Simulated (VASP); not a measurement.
Write the native input for VASP 6.6.1 that does the following.

| Property | Result |
| --- | --- |
| Task | single point |
| Functional | PBE |
| Potentials or basis | VASP PAW PBE potentials, release 64 (Si, B, N) |
| Cutoff | 520 eV |
| k mesh | 6 × 6 × 1 |
| Occupations | gaussian, width 0.1 eV |
| Spin | collinear spin, ferromagnetic start |
| Starting moments | [0.0, 0.0, 0.0, 0.0, 0.0, 1.0, 1.0, 1.0] μB |
| Dipole correction | no |
| Further INCAR settings | ALGO = Normal; EDIFF = 1e-07; NBANDS = 31 |

The structure of Si4BN3 lies in POSCAR:

```
Si4BN3
1.0
    2.7482822016      0.0000000000      0.0000000000
   -1.3741411008      2.3800822034      0.0000000000
    0.0000000000      0.0000000000     15.2258610322
Si B N
4 1 3
Direct
    0.6666666667      0.3333333333      0.4965663973
    0.6666666667      0.3333333333      0.3378063793
    0.3333333333      0.6666666667      0.0418214546
    0.3333333333      0.6666666667      0.2005572623
    0.0000000000      0.0000000000      0.7712765922
    0.3333333333      0.6666666667      0.7715618607
    0.0000000000      0.0000000000      0.5383635207
    0.0000000000      0.0000000000      0.0000465328
```

These files were run (other wordings do the same):

INCAR

```
SYSTEM = Si4BN3
PREC = Accurate
ENCUT = 520
EDIFF = 1E-7
ISMEAR = 0
SIGMA = 0.1
LREAL = .False.
LASPH = .True.
NELM = 150
ALGO = Normal
ISIF = 2
LWAVE = .False.
LCHARG = .False.
ISPIN = 2
MAGMOM = 0 0 0 0 0 1 1 1
LORBIT = 11
GGA = PE
NBANDS = 31
```

KPOINTS

```
Automatic mesh
0
Gamma
  6 6 1
  0 0 0
```

Potentials or basis: VASP PAW PBE potentials, release 64 (Si, B, N).

Command:

```sh
$ cat potpaw_PBE.64/Si/POTCAR potpaw_PBE.64/B/POTCAR potpaw_PBE.64/N/POTCAR > POTCAR
$ mpirun -np 1 vasp_std > vasp.out
```

Results of the run:

| Item | Value |
| --- | --- |
| Pressure | 0.0 GPa |
| Largest force | 0.060 eV/Å |
| Band gap on the k mesh | zero (filled and empty bands overlap) |
| Net moment | 0.00 μB per cell |
| Valence electrons inside the program's atomic spheres | Si 1.72, 1.56; B 1.74; N 3.77, 3.95, 3.96 |

Caveat: the k points lie up to 0.44 Å⁻¹ apart; this functional lacks dispersion, which binds the layers, so the pressure and a relaxed spacing across them are unreliable.

Wall time 63 s on 1 thread of Intel(R) Xeon(R) Platinum 8259CL CPU @ 2.50GHz (Skylake/Cascade Lake), with other jobs on the host, peak memory 0.25 GiB.
